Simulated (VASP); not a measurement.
FeGe (NiAs type), 4 atoms in the cell. Symmetry: P6_3/mmc, No. 194, hexagonal system. Conventional cell: a = 3.672 Å, b = 3.672 Å, c = 5.046 Å, α = 90.00°, β = 90.00°, γ = 120.00°. Fe (site symmetry -3m) has 6 Ge at 2.47 Å and 2 Fe at 2.52 Å within 3.3 Å. Within 3.3 Å of Ge (site symmetry -6m2) lie 6 Fe at 2.47 Å and 6 Ge at 3.30 Å. 

- Program: VASP 6.6.1
- Task: single point
- Functional: PBE
- Potentials or basis: VASP PAW PBE potentials, release 64 (Fe, Ge_d)
- Cutoff: 520 eV
- k mesh: 10 × 10 × 6
- Occupations: fermi-dirac, width 0.05 eV
- Spin: collinear spin, ferromagnetic start
- Starting moments: [2.5, 2.5, 0.0, 0.0] μB
- Dipole correction: no
- Further INCAR settings: ALGO = Normal; EDIFF = 1e-06; NBANDS = 34

Potentials or basis: VASP PAW PBE potentials, release 64 (Fe, Ge_d).

Run with:

```sh
$ cat potpaw_PBE.64/Fe/POTCAR potpaw_PBE.64/Ge_d/POTCAR > POTCAR
$ mpirun -np 1 vasp_std > vasp.out
```

Hardware: 1 thread of Oxide Virtual Turin-like Processor, on a shared host.

**Question.** Estimate the wall time of this run.

**Answer.** Run time: 4.8 min on 1 thread of Oxide Virtual Turin-like Processor (shared host), peak memory 0.27 GiB. Counts: scf iterations 15, k points 56.
